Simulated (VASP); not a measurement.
C: single point with LDA

C, a slab with vacuum:

```
CELL_PARAMETERS angstrom
2.52539 0.00000 0.00000
-1.26270 2.18706 0.00000
0.00000 0.00000 8.06291
ATOMIC_POSITIONS crystal
C 0.33333 0.66667 0.00000
C 0.66667 0.33333 0.00000
```

This cell differs from its parent crystal: ratio of the length along z to the lengths across it x 0.92, volume and fractional coordinates fixed.

```
Program             : VASP 6.6.1
Task                : single point
Functional          : LDA
Potentials or basis : VASP PAW LDA potentials, release 64 (C)
Cutoff              : 520 eV
k mesh              : 24 × 24 × 6
Occupations         : gaussian, width 0.15 eV
Spin                : no spin polarisation
```

The band gap on the k mesh is zero (filled and empty bands touch).

Levels at points of the mesh, in eV from the Fermi level:
| k point | band 1 | band 2 | band 3 | band 4 | band 5 | band 6 | band 7 | band 8 |
| --- | --- | --- | --- | --- | --- | --- | --- | --- |
| (0.00, 0.00, 0.00) | -18.74 | -7.17 | -3.06 | -3.06 | 3.32 | 6.00 | 7.80 | 7.80 |
| (0.50, 0.00, 0.00) | -13.79 | -12.70 | -6.21 | -2.22 | 1.60 | 6.75 | 10.80 | 10.89 |
| (0.00, 0.00, 0.50) | -18.74 | -7.17 | -3.06 | -3.06 | 4.13 | 4.27 | 7.80 | 7.80 |
| (0.50, 0.00, 0.50) | -13.79 | -12.70 | -6.21 | -2.22 | 1.59 | 6.75 | 11.38 | 11.50 |

Run time: 62 s on 1 thread of Intel(R) Xeon(R) Platinum 8488C (Sapphire Rapids), on a shared host, peak memory 0.2 GiB.
